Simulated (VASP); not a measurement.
# AlCuC4N4 (P-43m) in VASP: single point with PBE

Aim: the single point of AlCuC4N4 with PBE.

All numbers are computed with VASP 6.6.1; they aren't measurements. Logs are shortened: lines on timing, memory, paths and dates and some standing lists are left out, and cuts for length are marked.

**1. The cell of the first run**

It takes space group P-43m (No. 215, cubic). The conventional cell has a = 5.831 Å, b = 5.831 Å, c = 5.831 Å, α = 90.00°, β = 90.00°, γ = 90.00°. Al (site symmetry -43m) has 4 N at 1.96 Å within 2.6 Å. Within 2.5 Å of Cu (site symmetry -43m) lie 4 C at 1.92 Å. C (site symmetry 3m) has 1 N at 1.17 Å within 1.6 Å. Within 1.6 Å of N (site symmetry 3m) lie 1 C at 1.17 Å.

**2. Single point, PBE, collinear spin**

INCAR

```
PREC = Accurate ; ENCUT = 820
EDIFF = 1E-6 ; ISMEAR = 0
SIGMA = 0.1 ; LREAL = False
LASPH = True ; NELM = 200
ALGO = Normal ; ISIF = 2
LWAVE = False ; LCHARG = False
ISPIN = 2 ; MAGMOM = 0 1 0 0 0 0 0 0 0 0
LORBIT = 11 ; LMAXMIX = 4
GGA = PE ; NBANDS = 44
GGA_COMPAT = False
```

KPOINTS

```
regular mesh
0
Gamma
  4 4 4
```

POSCAR

```
AlCuC4N4
1.0
    5.8306603700      0.0000000000      0.0000000000
    0.0000000000      5.8306603700      0.0000000000
    0.0000000000      0.0000000000      5.8306603700
Al Cu C N
1 1 4 4
Direct
    0.5000000000      0.5000000000      0.5000000000
    0.0000000000      0.0000000000      0.0000000000
    0.1898207700      0.1898207700      0.1898207700
    0.1898207700      0.8101792300      0.8101792300
    0.8101792300      0.1898207700      0.8101792300
    0.8101792300      0.8101792300      0.1898207700
    0.3056738300      0.3056738300      0.3056738300
    0.3056738300      0.6943261700      0.6943261700
    0.6943261700      0.3056738300      0.6943261700
    0.6943261700      0.6943261700      0.3056738300
```

Potentials or basis: VASP PAW PBE potentials, release 64 (Al, Cu_sv_GW, C, N).

Command:

```sh
cat potpaw_PBE.64/Al/POTCAR potpaw_PBE.64/Cu_sv_GW/POTCAR potpaw_PBE.64/C/POTCAR potpaw_PBE.64/N/POTCAR > POTCAR
mpirun -np 1 vasp_std > vasp.out
```

OUTCAR:

```text
PREC = Accurate
   ENCUT = 820
   EDIFF = 1E-6
   ISMEAR = 0
   LREAL = False
   LASPH = True
   NELM = 200
   ISIF = 2
   ISPIN = 2
   LORBIT = 11
   GGA = PE

 ion  position               nearest neighbor table
   1  0.500  0.500  0.500-   7 1.96   8 1.96   9 1.96  10 1.96
   2  0.000  0.000  0.000-   3 1.92   4 1.92   5 1.92   6 1.92
   3  0.190  0.190  0.190-   7 1.17   2 1.92
   4  0.190  0.810  0.810-   8 1.17   2 1.92
   5  0.810  0.190  0.810-   9 1.17   2 1.92
   6  0.810  0.810  0.190-  10 1.17   2 1.92
   7  0.306  0.306  0.306-   3 1.17   1 1.96
   8  0.306  0.694  0.694-   4 1.17   1 1.96
   9  0.694  0.306  0.694-   5 1.17   1 1.96
  10  0.694  0.694  0.306-   6 1.17   1 1.96

  LATTYP: Found a simple cubic cell.
 ALAT       =     5.8306603700

  Lattice vectors:

 A1 = (   5.8306603700,   0.0000000000,   0.0000000000)
 A2 = (   0.0000000000,   5.8306603700,   0.0000000000)
 A3 = (   0.0000000000,   0.0000000000,   5.8306603700)

Analysis of symmetry for initial positions (statically):
=====================================================================
 Subroutine PRICEL returns:
 Original cell was already a primitive cell.

 Routine SETGRP: Setting up the symmetry group for a
 simple cubic supercell.

 Subroutine GETGRP returns: Found 24 space group operations
 (whereof 24 operations were pure point group operations)
 out of a pool of 48 trial point group operations.

The static configuration has the point symmetry T_d .

Analysis of symmetry for dynamics (positions and initial velocities):
=====================================================================
 Subroutine PRICEL returns:
 Original cell was already a primitive cell.

 Routine SETGRP: Setting up the symmetry group for a
 simple cubic supercell.

 Subroutine GETGRP returns: Found 24 space group operations
 (whereof 24 operations were pure point group operations)
 out of a pool of 48 trial point group operations.

The dynamic configuration has the point symmetry T_d .

Analysis of structural, dynamic, and magnetic symmetry:
=====================================================================
 Subroutine PRICEL returns:
 Original cell was already a primitive cell.

 Routine SETGRP: Setting up the symmetry group for a
 simple cubic supercell.

 Subroutine GETGRP returns: Found 24 space group operations
 (whereof 24 operations were pure point group operations)
 out of a pool of 48 trial point group operations.

The overall configuration has the point symmetry T_d .

 Subroutine INISYM returns: Found 24 space group operations
 (whereof 24 operations are pure point group operations),
 and found     1 'primitive' translations

----------------------------------------------------------------------------------------

                                     Primitive cell

  volume of cell :     198.2226

  direct lattice vectors                    reciprocal lattice vectors
     5.830660370  0.000000000  0.000000000     0.171507160  0.000000000  0.000000000
     0.000000000  5.830660370  0.000000000     0.000000000  0.171507160  0.000000000
     0.000000000  0.000000000  5.830660370     0.000000000  0.000000000  0.171507160

  length of vectors
     5.830660370  5.830660370  5.830660370     0.171507160  0.171507160  0.171507160

  position of ions in fractional coordinates (direct lattice)
     0.500000000  0.500000000  0.500000000
     0.000000000  0.000000000  0.000000000
     0.189820770  0.189820770  0.189820770
     0.189820770  0.810179230  0.810179230
     0.810179230  0.189820770  0.810179230
     0.810179230  0.810179230  0.189820770
     0.305673830  0.305673830  0.305673830
     0.305673830  0.694326170  0.694326170
     0.694326170  0.305673830  0.694326170
     0.694326170  0.694326170  0.305673830

  ion indices of the primitive-cell ions
   primitive index   ion index
                 1           1
                 2           2
                 3           3
                 4           4
                 5           5
[... 49 lines left out ...]
   ions per type =               1   1   4   4
   NGX,Y,Z   is equivalent  to a cutoff of  15.40, 15.40, 15.40 a.u.
   NGXF,Y,Z  is equivalent  to a cutoff of  30.79, 30.79, 30.79 a.u.
 SYSTEM =  unknown system
   PREC   = accura    normal or accurate (medium, high low for compatibility)
   ISTART =      0    job   : 0-new  1-cont  2-samecut
   ICHARG =      2    charge: 1-file 2-atom 10-const
   ISPIN  =      2    spin polarized calculation?
   LNONCOLLINEAR =      F non collinear calculations
   LSORBIT =      F    spin-orbit coupling
   LASPH  =      T    aspherical Exc in radial PAW
   ENCUT  =  820.0 eV  60.27 Ry    7.76 a.u.  13.61 13.61 13.61*2*pi/ulx,y,z
   NELM   =    200;   NELMIN=  2; NELMDL= -5     # of ELM steps
   EDIFF  = 0.1E-05   stopping-criterion for ELM
   LREAL  =      F    real-space projection
[... 7 lines left out ...]
   TEBEG  =    0.0;   TEEND  =   0.0 temperature during run
   PSTRESS=    0.0 pullay stress
   NELECT =      58.0000    total number of electrons
   NUPDOWN=      -1.0000    fix difference up-down
   EMIN   =  10.00;   EMAX   =-10.00  energy-range for DOS
   EFERMI =   0.00;   METHOD = LEGACY
   ISMEAR =     0;   SIGMA  =   0.10  broadening in eV -4-tet -1-fermi 0-gaus
   EFERMI_NEDOS =   21; number of points for ismear=-14 and -15
   IALGO  =     38    algorithm
   IMIX   =      4    mixing-type and parameters
     AMIX     =   0.40;   BMIX     =  1.00
     AMIX_MAG =   1.60;   BMIX_MAG =  1.00
  volume/ion in A,a.u.               =      19.82       133.77
  Fermi-wavevector in a.u.,A,eV,Ry     =   1.086842  2.053834 16.071549  1.181226
  Thomas-Fermi vector in A             =   2.222988
   LORBIT       =     11    0 simple, 1 ext, 2 COOP (PROOUT), +10 PAW based schemes
   GGA     = PE    functional components
   LHFCALC =     F    Hartree Fock is set to
   AEXX    =    0.0000 exact exchange contribution
   IVDW    =     0    specifies the selected vdW correction
   LEPSILON=     F    determine dielectric tensor
   LRPA    =     F    only Hartree local field effects (RPA)
 spin polarized calculation
 Gauss-broadening in eV      SIGMA  =   0.10
  energy-cutoff  :      820.00
  volume of cell :      198.22
 maximum number of plane-waves:     10635
   NGX = 27   NGY = 27   NGZ = 27

 number of electron      58.0000024 magnetization      -0.0000254

 number of electron      58.0000024 magnetization       0.0000051

 Free energy of the ion-electron system (eV)
  ---------------------------------------------------
  ext. energy  EPLUGINS =         0.00000000
  ---------------------------------------------------
  free energy    TOTEN  =       -76.95260755 eV

  energy without entropy =      -76.95260755  energy(sigma->0) =      -76.95260755

 E-fermi :  -0.6281     XC(G=0):  -7.1956

 val. band max:       -1.2952214939   @ k =   0.5000   0.5000   0.0000
 cond. band min:       2.6663731538   @ k =   0.2500   0.2500   0.0000
 fundamental gap:      3.9615946478
 Fermi energy:        -0.6281098177

 spin component 1

 k-point     1 :       0.0000    0.0000    0.0000
  band No.  band energies     occupation
      1    -112.6504      1.00000
      2     -70.0000      1.00000
      3     -70.0000      1.00000
      4     -70.0000      1.00000
      5     -18.6007      1.00000
      6     -18.4259      1.00000
[... 429 lines left out ...]
     40       6.1520      0.00000
     41       6.1520      0.00000
 Fermi energy:        -0.6281098177

 spin component 2

 k-point     1 :       0.0000    0.0000    0.0000
  band No.  band energies     occupation
      1    -112.6505      1.00000
      2     -70.0001      1.00000
      3     -70.0001      1.00000
      4     -70.0001      1.00000
      5     -18.6007      1.00000
      6     -18.4259      1.00000
[... 429 lines left out ...]
     40       6.1520      0.00000
     41       6.1520      0.00000
 [bands above 41 left out]

------------------------ aborting loop because EDIFF is reached ----------------------------------------

  FORCE on cell =-STRESS in cart. coord.  units (eV):
  Direction    XX          YY          ZZ          XY          YZ          ZX
  --------------------------------------------------------------------------------------
  -------------------------------------------------------------------------------------
  Total       -3.5302422     -3.5302422     -3.5302422      0.0000000      0.0000000     -0.0000000
  in kB      -28.5339472    -28.5339472    -28.5339472      0.0000000      0.0000000     -0.0000000
  external PRESSURE =     -28.5339472 kB  Pullay stress =       0.0000000 kB

 VOLUME and BASIS-vectors are now :
 -----------------------------------------------------------------------------
  energy-cutoff  :      820.00
  volume of cell :      198.22
      direct lattice vectors                 reciprocal lattice vectors
     5.830660370  0.000000000  0.000000000     0.171507160  0.000000000  0.000000000
     0.000000000  5.830660370  0.000000000     0.000000000  0.171507160  0.000000000
     0.000000000  0.000000000  5.830660370     0.000000000  0.000000000  0.171507160

 POSITION                                       TOTAL-FORCE (eV/Angst)
 -----------------------------------------------------------------------------------
      2.91533      2.91533      2.91533         0.000000     -0.000000     -0.000000
      0.00000      0.00000      0.00000         0.000000     -0.000000     -0.000000
      1.10678      1.10678      1.10678        -0.440642     -0.440642     -0.440642
      1.10678      4.72388      4.72388        -0.440642      0.440642      0.440642
      4.72388      1.10678      4.72388         0.440642     -0.440642      0.440642
      4.72388      4.72388      1.10678         0.440642      0.440642     -0.440642
      1.78228      1.78228      1.78228         1.520487      1.520487      1.520487
      1.78228      4.04838      4.04838         1.520487     -1.520487     -1.520487
      4.04838      1.78228      4.04838        -1.520487      1.520487     -1.520487
      4.04838      4.04838      1.78228        -1.520487     -1.520487      1.520487
 -----------------------------------------------------------------------------------
    total drift:                               -0.000000     -0.000000      0.000000

  FREE ENERGIE OF THE ION-ELECTRON SYSTEM (eV)
  ---------------------------------------------------
  free  energy   TOTEN  =       -76.9526075463 eV

  energy  without entropy=      -76.9526075463  energy(sigma->0) =      -76.95260755

 total charge

# of ion       s       p       d       f       tot
--------------------------------------------------
    1        0.301   0.329   0.000   0.000   0.631
    2        2.286   6.677   8.782   0.008  17.753
    3        0.969   1.572   0.000   0.000   2.541
    4        0.969   1.572   0.000   0.000   2.541
    5        0.969   1.572   0.000   0.000   2.541
    6        0.969   1.572   0.000   0.000   2.541
    7        1.278   2.639   0.000   0.000   3.917
    8        1.278   2.639   0.000   0.000   3.917
    9        1.278   2.639   0.000   0.000   3.917
   10        1.278   2.639   0.000   0.000   3.917
--------------------------------------------------
tot         11.579  23.850   8.782   0.008  44.219

 magnetization (x)

# of ion       s       p       d       f       tot
--------------------------------------------------
    1       -0.000   0.000   0.000   0.000  -0.000
    2       -0.000  -0.000  -0.000  -0.000  -0.000
    3        0.000   0.000   0.000   0.000   0.000
    4        0.000   0.000   0.000   0.000   0.000
    5        0.000   0.000   0.000   0.000   0.000
    6        0.000   0.000   0.000   0.000   0.000
    7        0.000  -0.000   0.000   0.000  -0.000
    8        0.000  -0.000   0.000   0.000  -0.000
    9        0.000  -0.000   0.000   0.000  -0.000
   10        0.000  -0.000   0.000   0.000  -0.000
--------------------------------------------------
tot          0.000   0.000  -0.000  -0.000   0.000
```

It took 6 min on 1 thread of Intel Xeon 6975P-C (Granite Rapids), shared host; peak memory 0.7 GiB.

Results:

* Free energy: -76.9526 eV
* Pressure: -2.9 GPa
* Largest force: 2.634 eV/Å
* Band gap on the k mesh: 3.96 eV (least direct gap 4.05 eV)
* Net moment: 0.00 μB per cell
* Valence electrons inside the program's atomic spheres: Al 0.63; Cu 17.75; C 2.54; N 3.92

Forces in eV/Å, atoms in the order of the input:
```
Al   0.000  0.000  0.000
Cu   0.000  0.000  0.000
C   -0.441 -0.441 -0.441
C   -0.441  0.441  0.441
C    0.441 -0.441  0.441
C    0.441  0.441 -0.441
N    1.520  1.520  1.520
N    1.520 -1.520 -1.520
N   -1.520  1.520 -1.520
N   -1.520 -1.520  1.520
```

Caveat: forces of over 1 eV/Å act on the atoms, so gaps and moduli don't describe the material at rest.
